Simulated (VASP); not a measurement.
Runs of VASP 6.6.1 on SiO2. The structure is that of space group I-42d (No. 122), or close to it. The cells are those of the table. 

```csv
cell,gap on the mesh (eV),pressure (GPa),largest force (eV/Å)
"a = 5.144 Å, angles 124.7, 124.7, 82.0°, 6 atoms",(b),-0.1,0.12
"a = 5.260 Å, angles 127.7, 127.7, 77.1°, 6 atoms",5.22,-2.0,0.20
"a = 5.387 Å, angles 130.5, 130.5, 72.6°, 6 atoms",4.65,-4.6,0.29
"a = 4.970 Å, angles 118.7, 118.7, 92.2°, 6 atoms",5.74,-0.2,0.08
"a = 5.090 Å, angles 123.2, 123.2, 84.6°, 6 atoms",5.71,0.4,0.08
"a = 5.004 Å, angles 120.1, 120.1, 89.7°, 6 atoms",(a),0.4,0.02
"a = 4.892 Å, angles 114.3, 114.3, 100.1°, 6 atoms",5.40,-3.8,0.35
"a = 4.920 Å, angles 116.2, 116.2, 96.7°, 6 atoms",(d),(c),0.22
```

Alike in all rows: task single point; level LDA; potentials or basis VASP PAW LDA potentials, release 64 (Si, O); no spin polarisation; k mesh 8 × 8 × 8; cutoff (eV) 520; smearing gaussian 0.05 eV.

Estimate the missing entries.

(a) 5.77; (b) 5.60; (c) -1.9; (d) 5.59.

Caveats: the stress differs along the axes, from -4 to 2 GPa (at least some runs); the stress differs along the axes, from -11 to 3 GPa (at least some runs); the stress differs along the axes, from -20 to 3 GPa (at least some runs); the stress differs along the axes, from -7 to 2 GPa (at least some runs); the stress differs along the axes, from -4 to 3 GPa (at least some runs).

A k mesh can miss the band edges.
